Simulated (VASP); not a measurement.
# WC (rocksalt type): single point with PBEsol

WC (rocksalt type):

```
W C
1.0
     0.00000    1.87252    1.87252
     1.87252    0.00000    1.87252
     1.87252    1.87252    0.00000
W C
1 1
Cartesian
  0.0000 0.0000 0.0000
  1.8725 1.8725 1.8725
```

| Quantity | Value |
| --- | --- |
| Program | VASP 6.6.1 |
| Task | single point |
| Functional | PBEsol |
| Potentials or basis | VASP PAW PBE potentials, release 64 (W_sv, C) |
| Cutoff | 520 eV |
| k mesh | 15 × 15 × 15 |
| Occupations | fermi-dirac, width 0.1 eV |
| Spin | no spin polarisation |

| Item | Value |
| --- | --- |
| Pressure | 451.2 GPa |
| Band gap on the k mesh | zero (bands 9 and 10 overlap by 6.01 eV) |

Levels at points of the mesh, in eV from the Fermi level:
| k point | band 6 | band 7 | band 8 | band 9 | band 10 | band 11 | band 12 | band 13 |
| --- | --- | --- | --- | --- | --- | --- | --- | --- |
| (0.00, 0.00, 0.00) | -5.06 | -5.06 | -5.06 | -2.05 | -2.05 | -2.05 | -1.44 | -1.44 |

Wall time 29 s on 1 thread of Intel Xeon 8259CL, on a shared host, peak memory 0.15 GiB.

Caveat: the cell stands under pressure; the PAW data sets were made with another functional, which shifts forces and pressure a little; spin-orbit coupling is left out, which moves the levels of the heavy elements.
